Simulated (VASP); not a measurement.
A run of VASP 6.6.1:

The input POSCAR:

```
F
1.0
    2.6504942700     -1.5173207700      0.0000000000
    2.6504942700      1.5173207700      0.0000000000
   -2.1034238900      0.0000000000      6.7261075100
F
4
Direct
    0.5044951306      0.5044951306      0.4008501092
    0.0853581610      0.0853581610      0.0986032604
    0.4955048707      0.4955048707      0.5991498893
    0.9212324051      0.9080512766      0.9013967396
```

The input INCAR.step1:

```
  ALGO = Normal
  EDIFF = 1E-4
  ENCUT = 520
  GGA = PE
  ISMEAR = 0
  LASPH = T
  LCHARG = F
  LREAL = F
  LWAVE = T
  NBANDS = 22
  NELM = 80
  PREC = Accurate
  SIGMA = 0.01
```

The input INCAR.step2:

```
  ALGO = Normal
  EDIFF = 1E-6
  ENCUT = 520
  ISIF = 2
  ISMEAR = 0
  ISTART = 1
  LASPH = T
  LCHARG = T
  LELF = T
  LMIXTAU = T
  LREAL = F
  LVHAR = T
  LWAVE = F
  METAGGA = R2SCAN
  NBANDS = 22
  NELM = 80
  PREC = Accurate
  SIGMA = 0.01
```

File KPOINTS:

```
k-points
0
Gamma
  8 8 4
```

Potentials or basis: VASP PAW PBE potentials, release 64 (F).

Launch:

```sh
$ cat potpaw_PBE.64/F/POTCAR > POTCAR
$ cp INCAR.step1 INCAR
$ mpirun -np 1 vasp_std > vasp.out
$ cp INCAR.step2 INCAR
$ mpirun -np 1 vasp_std > vasp.out
```

Hardware: 1 thread of Intel(R) Xeon(R) 6975P-C (Granite Rapids) (shared host).

Question: Estimate the wall time of this run.

Answer: It took 3.3 min on 1 thread of Intel(R) Xeon(R) 6975P-C (Granite Rapids) (shared host), peak memory 0.23 GiB. Counts: k points 132.
